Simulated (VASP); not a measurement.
Co: single point with PBE

Crystal: Co.

```
Co
1.0
     2.48633    0.00000    0.00000
    -1.24316    2.15322    0.00000
     0.00000    0.00000    4.03570
Co
2
Direct
  0.33333 0.66667 0.25000
  0.66667 0.33333 0.75000
```

- Program: VASP 6.6.1
- Task: single point
- Functional: PBE
- Potentials or basis: VASP PAW PBE potentials, release 64 (Co)
- Cutoff: 520 eV
- k mesh: 13 × 13 × 7
- Occupations: fermi-dirac, width 0.1 eV
- Spin: collinear spin, ferromagnetic start
- Starting moments: [3.2, 3.2] μB
- Dipole correction: no
- Further INCAR settings: ALGO = Normal; EDIFF = 1e-06; NBANDS = 20

```
Pressure                                              : 0.4 GPa
Net moment                                            : 3.19 μB per cell
Site moments                                          : Co +1.62 μB
Valence electrons inside the program's atomic spheres : Co 8.28
```

Stress tensor (GPa, compression positive):
```
 0.72  0.00  0.00
 0.00  0.72  0.00
 0.00  0.00 -0.12
```

Levels at points of the mesh, in eV from the Fermi level:
Spin up:
```tsv
k point	band 8	band 9	band 10	band 11	band 12	band 13	band 14	band 15
(0.00, 0.00, 0.00)	-1.92	-1.92	-0.82	-0.82	-0.11	6.35	22.07	24.70
```
Spin down:
| k point | band 3 | band 4 | band 5 | band 6 | band 7 | band 8 | band 9 | band 10 | band 11 | band 12 |
| --- | --- | --- | --- | --- | --- | --- | --- | --- | --- | --- |
| (0.00, 0.00, 0.00) | -1.01 | -0.96 | -0.96 | -0.60 | -0.60 | -0.18 | -0.15 | -0.15 | 1.05 | 1.05 |

Run time: 100 s on 1 thread of Intel Xeon 8259CL, with other jobs on the host, peak memory 0.17 GiB.
